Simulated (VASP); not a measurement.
# Co: single point with PBE

Co, a slab with vacuum:

```
Co
1.0
     2.49304    0.00000    0.00000
    -1.24652    2.15904    0.00000
     0.00000    0.00000   26.09230
Co
6
Cartesian
  1.8698 0.3598 8.0411
  -0.6233 1.7992 9.9987
  1.8698 0.3598 12.0488
  -0.6233 1.7992 14.0435
  1.8698 0.3598 16.0936
  -0.6233 1.7992 18.0512
```

```yaml
Program: VASP 6.6.1
Task: single point
Functional: PBE
Potentials_or_basis: VASP PAW PBE potentials, release 64 (Co)
Cutoff: 520 eV
k_mesh: 15 × 15 × 1
Occupations: fermi-dirac, width 0.1 eV
Spin: collinear spin, ferromagnetic start
Starting_moments: "[1.7, 1.7, 1.7, 1.7, 1.7, 1.7] μB"
```

```
Largest force                                         : 0.032 eV/Å
Net moment                                            : 9.91 μB per cell
Site moments                                          : Co +1.73, +1.66, +1.63 (each value once) μB
Valence electrons inside the program's atomic spheres : Co 8.14, 8.28, 8.27 (each value once)
```

Forces on the atoms (eV/Å):
```
Co   0.000  0.000  0.032
Co   0.000  0.000 -0.005
Co   0.000  0.000 -0.004
Co   0.000  0.000  0.004
Co   0.000  0.000  0.005
Co   0.000  0.000 -0.032
```

Levels at points of the mesh, in eV from the Fermi level:
Spin up:
```csv
k point,band 31,band 32,band 33,band 34,band 35,band 36
"(0.00, 0.00, 0.00)",-1.02,-0.92,-0.92,-0.87,-0.87,-0.37
```
Spin down:
```csv
k point,band 19,band 20,band 21,band 22,band 23,band 24
"(0.00, 0.00, 0.00)",-0.84,-0.72,-0.72,-0.66,-0.66,-0.09
```

It took 10 min on 1 thread of AMD EPYC 7R13 Processor (Zen 3), on a shared host, peak memory 0.4 GiB.
